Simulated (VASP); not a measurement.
Input of a VASP 6.6.1 run:

INCAR

```
SYSTEM = Se
PREC = Accurate
ENCUT = 520
EDIFF = 1E-7
ISMEAR = -1
SIGMA = 0.1
LREAL = .FALSE.
LASPH = .TRUE.
NELM = 100
ALGO = Normal
ISIF = 2
LWAVE = .FALSE.
LCHARG = .TRUE.
GGA = PE
LELF = .TRUE.
LVHAR = .TRUE.
NBANDS = 34
```

The input KPOINTS:

```
regular mesh
0
G
  6 6 6
  0 0 0
```

POSCAR

```
Se
1.0
    5.5047620165      0.0000000000      0.0000000000
    0.0000000000      5.5047620165      0.0000000000
    0.0000000000      0.0000000000      5.5047620165
Se
8
Direct
    0.0000000000      1.0000000000      1.0000000000
    0.5000000000      0.5000000000      0.5000000000
    0.2500000000      0.0000000000      0.5000000000
    0.7500000000      1.0000000000      0.5000000000
    0.5000000000      0.2500000000      1.0000000000
    0.5000000000      0.7500000000      1.0000000000
    0.0000000000      0.5000000000      0.2500000000
    1.0000000000      0.5000000000      0.7500000000
```

Potentials or basis: VASP PAW PBE potentials, release 64 (Se).

Command:

```bash
$ cat potpaw_PBE.64/Se/POTCAR > POTCAR
$ mpirun -np 1 vasp_std > vasp.out
```

(1) Predict the band gap on the k mesh.

(2) What does it give for the pressure?

## Answers

(1) zero (bands 24 and 25 overlap by 1.36 eV).

(2) -0.1 GPa.
